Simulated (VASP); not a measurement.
The system is ZnO (zincite).

```
Zn O
1.0
     3.24931    0.00000    0.00000
    -1.62465    2.81398    0.00000
     0.00000    0.00000    5.20571
Zn O
2 2
Direct
  0.66667 0.33333 0.00000
  0.33333 0.66667 0.50000
  0.33333 0.66667 0.87901
  0.66667 0.33333 0.37901
```

| Property | Result |
| --- | --- |
| Program | VASP 6.6.1 |
| Task | relaxation of cell and atoms |
| Functional | RPBE |
| Dispersion | D3(BJ) |
| Potentials or basis | VASP PAW PBE potentials, release 64 (Zn, O) |
| Cutoff | 600 eV |
| k mesh | 9 × 9 × 5 |
| Occupations | fermi-dirac, width 0.05 eV |
| Spin | no spin polarisation |

At the start: pressure -4.7 GPa; volume 11.90 Å³/atom.

Question: Where does the relaxation end?

Answer: Over 9 steps the energy falls by 6.4 meV/atom and the volume is 11.49 Å³/atom (-3.4 %); space group P6_3mc (No. 186, to 0.05 Å).

Step by step:
| step | energy change (eV) | largest force (eV/Å) | pressure (GPa) | volume (Å³) |
| --- | --- | --- | --- | --- |
| 1 | 0.0000 | 0.0928 | -4.66 | 47.60 |
| 2 | -0.0193 | 0.0302 | 2.56 | 45.25 |
| 3 | -0.0254 | 0.0141 | 0.06 | 45.99 |
| 4 | -0.0254 | 0.0159 | -0.01 | 46.03 |
| 5 | -0.0255 | 0.0093 | -0.08 | 46.03 |
| 6 | -0.0255 | 0.0072 | -0.10 | 46.04 |
| 7 | -0.0255 | 0.0060 | -0.12 | 46.03 |
| 8 | -0.0256 | 0.0031 | -0.06 | 46.01 |
| 9 | -0.0256 | 0.0033 | 0.10 | 45.98 |

Final structure:
```cif
data_structure
_symmetry_space_group_name_H-M 'P 1'
_symmetry_Int_Tables_number 1
_cell_length_a 3.2140
_cell_length_b 3.2140
_cell_length_c 5.1395
_cell_angle_alpha 90.000
_cell_angle_beta 90.000
_cell_angle_gamma 120.000
_cell_volume 45.98
loop_
_atom_site_label
_atom_site_type_symbol
_atom_site_fract_x
_atom_site_fract_y
_atom_site_fract_z
_atom_site_occupancy
Zn1 Zn 0.66667 0.33333 0.99848 1
Zn2 Zn 0.33333 0.66667 0.49848 1
O1 O 0.33333 0.66667 0.88053 1
O2 O 0.66667 0.33333 0.38053 1
```

Caveat: the PAW data sets were made with another functional, which shifts forces and pressure a little.
